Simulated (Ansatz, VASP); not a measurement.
CaO in VASP and in Ansatz

File POSCAR:

```
CaO
1.0
    0.0000000000      2.2530800000      2.2530800000
    2.2530800000      0.0000000000      2.2530800000
    2.2530800000      2.2530800000      0.0000000000
Ca O
1 1
Direct
    0.0000000000      0.0000000000      0.0000000000
    0.5000000000      0.5000000000      0.5000000000
```

Contents of INCAR.step1:

```
  PREC = Accurate
  ENCUT = 520
  ISMEAR = 0
  SIGMA = 0.05
  LREAL = F
  LASPH = T
  NELM = 100
  NBANDS = 15
  GGA = PE
  ALGO = Normal
  EDIFF = 1E-4
  LWAVE = T
  LCHARG = F
```

Contents of INCAR.step2:

```
  PREC = Accurate
  ENCUT = 520
  EDIFF = 1E-7
  ISMEAR = 0
  SIGMA = 0.05
  LREAL = F
  LASPH = T
  NELM = 100
  ALGO = Normal
  ISIF = 2
  LWAVE = F
  LCHARG = F
  METAGGA = R2SCAN
  LMIXTAU = T
  NBANDS = 15
  ISTART = 1
```

File KPOINTS:

```
regular mesh
0
Gamma
  8 8 8
```

Input for Ansatz:

```yaml
crystal:
  lattice:
    - [0.0, 2.25308, 2.25308]
    - [2.25308, 0.0, 2.25308]
    - [2.25308, 2.25308, 0.0]
  atoms:
    - { symbol: Ca, position: [0.0, 0.0, 0.0] }
    - { symbol: O, position: [0.5, 0.5, 0.5] }
basis:
  ecutwfc: 500
kpoints:
  mp_grid: { grid: [8, 8, 8] }
hamiltonian:
  xc: r2scan
scf:
  occupations: { method: gaussian, width: 0.05 }
output:
  forces: true
  stress: true
  eigenvalues: true
```

Change from the starting cell: strain -0.080 along x and y, -0.080 along z, atoms carried along.

Alike in both runs: task single point; functional r2SCAN; k mesh 8 × 8 × 8; occupations gaussian, width 0.05 eV; no spin polarisation.

|  | VASP | Ansatz |
| --- | --- | --- |
| version | VASP 6.6.1 | Ansatz 0.2.0 |
| potentials or method | VASP PAW PBE potentials, release 64 (Ca_sv, O), cutoff 520 eV | scalar-relativistic, plane waves, PAW |
| valence electrons in the cell | 16 | 16 |

|  | VASP | Ansatz | Ansatz less VASP |
| --- | --- | --- | --- |
| gap on the k mesh at the Fermi level (eV) | 4.03 | 4.06 | +0.026 |
| least direct gap on the mesh (eV) | 4.32 | 4.35 | +0.030 |
| pressure (GPa) | 34.9 | 32.6 | -2.29 |

VASP's potentials were made for PBE, not for r2SCAN. Both programs put the cell under a high pressure, so it lies far from rest at this level.
